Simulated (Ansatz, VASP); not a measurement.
**One calculation of SnO2, two programs**

```
Sn O
1.0
     4.72899    0.00000    0.00000
     0.00000    4.72901    0.00000
     0.00000    0.00000    3.37461
Sn O
2 4
Cartesian
  2.3645 2.3645 1.6873
  0.0000 0.0000 0.0000
  1.5537 1.5540 0.0000
  3.9182 0.8106 1.6873
  0.8108 3.9185 1.6873
  3.1753 3.1751 0.0000
```

Alike in both runs: task single point; functional PBE; k mesh 6 × 6 × 8; occupations gaussian, width 0.05 eV; no spin polarisation.

```csv
,VASP,Ansatz
version,VASP 6.6.1,Ansatz 0.2.0
potentials or method,"VASP PAW PBE potentials, release 64 (Sn_d, O), cutoff 520 eV","scalar-relativistic, plane waves, PAW"
valence electrons in the cell,52,52
```

```csv
,VASP,Ansatz,Ansatz less VASP
gap on the k mesh at the Fermi level (eV),0.59,0.61,+0.013
least direct gap on the mesh (eV),0.59,0.61,+0.013
pressure (GPa),5.2,4.5,-0.64
"traceless stress, the component that is largest in VASP (GPa)",-3.98,-4.52,-0.543
rms of the force components (eV/Å),1.621,1.601,-0.0196
```

Atom by atom the forces differ by 0.020 eV/Å (rms over components).
